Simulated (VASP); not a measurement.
# Cu: single point with LDA

Crystal: Cu.

```xyz
1
Lattice="-1.3940 1.3940 1.3498 1.3940 -1.3940 1.3498 1.3940 1.3940 -1.3498" Properties=species:S:1:pos:R:3 pbc="T T T"
Cu    0.0000    0.0000    0.0000
```

* Program: VASP 6.6.1
* Task: single point
* Functional: LDA
* Potentials or basis: VASP PAW LDA potentials, release 64 (Cu_sv_GW)
* Cutoff: 820 eV
* k mesh: 24 × 24 × 24
* Occupations: gaussian, width 0.15 eV
* Spin: no spin polarisation

```json
{
  "Pressure": "7.6 GPa",
  "Band gap on the k mesh": "zero (an odd number of electrons rules out a gap without spin polarisation)"
}
```

Levels at points of the mesh, in eV from the Fermi level:
| k point | band 8 | band 9 | band 10 | band 11 | band 12 | band 13 |
| --- | --- | --- | --- | --- | --- | --- |
| (0.00, 0.00, 0.00) | -3.51 | -2.41 | -2.25 | 25.97 | 25.97 | 26.82 |
| (0.50, 0.00, 0.00) | -2.13 | -1.43 | -0.87 | 5.10 | 18.17 | 18.55 |
| (0.50, 0.50, 0.00) | -2.23 | -1.45 | -1.13 | 4.73 | 19.04 | 19.58 |
| (0.50, 0.50, 0.50) | -1.66 | -1.62 | 8.18 | 8.18 | 9.51 | 14.28 |

Run time: 2 min on 1 thread of Intel(R) Xeon(R) Platinum 8488C (Sapphire Rapids), with other jobs on the host, peak memory 0.5 GiB.

Caveat: the cell stands under pressure.
